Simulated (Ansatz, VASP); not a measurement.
One calculation of NaF, two programs

File INCAR:

```
  ALGO = Normal
  EDIFF = 1E-6
  ENCUT = 600
  GGA = PS
  GGA_COMPAT = F
  ISIF = 2
  ISMEAR = 0
  LASPH = T
  LCHARG = T
  LELF = T
  LREAL = F
  LVHAR = T
  LWAVE = F
  NBANDS = 14
  NELM = 120
  PREC = Accurate
  SIGMA = 0.01
```

File KPOINTS:

```
k-points
0
Gamma
  8 8 8
```

POSCAR

```
NaF
1.0
    0.0000000000      2.3200000000      2.3200000000
    2.3200000000      0.0000000000      2.3200000000
    2.3200000000      2.3200000000      0.0000000000
Na F
1 1
Direct
    0.0000000000      0.0000000000      0.0000000000
    0.5000000000      0.5000000000      0.5000000000
```

Input for Ansatz:

```yaml
crystal:
  lattice:
    - [0.0, 2.32, 2.32]
    - [2.32, 0.0, 2.32]
    - [2.32, 2.32, 0.0]
  atoms:
    - { symbol: Na, position: [0.0, 0.0, 0.0] }
    - { symbol: F, position: [0.5, 0.5, 0.5] }
basis:
  ecutwfc: 470.0
kpoints:
  mp_grid:
    grid: [8, 8, 8]
hamiltonian:
  xc: pbesol
  pseudopotentials:
    kind: paw
scf:
  max_iter: 70
  occupations:
    method: fixed
output:
  stress: true
```

Alike in both runs: task single point; functional PBEsol; k mesh 8 × 8 × 8; no spin polarisation.

|  | VASP | Ansatz |
| --- | --- | --- |
| version | VASP 6.6.1 | Ansatz 0.2.0 |
| potentials or method | VASP PAW PBE potentials, release 64 (Na_pv, F), cutoff 600 eV | plane waves, PAW |
| occupations | gaussian, width 0.01 eV | fixed |
| valence electrons in the cell | 14 | 16 |

```csv
,VASP,Ansatz,Ansatz less VASP
pressure (GPa),-0.5,-0.3,+0.16
```

VASP's potentials were made for PBE, not for PBEsol. VASP's potentials hold 14 valence electrons a cell and Ansatz's 16, so a difference there can come from the potentials and not from the codes.
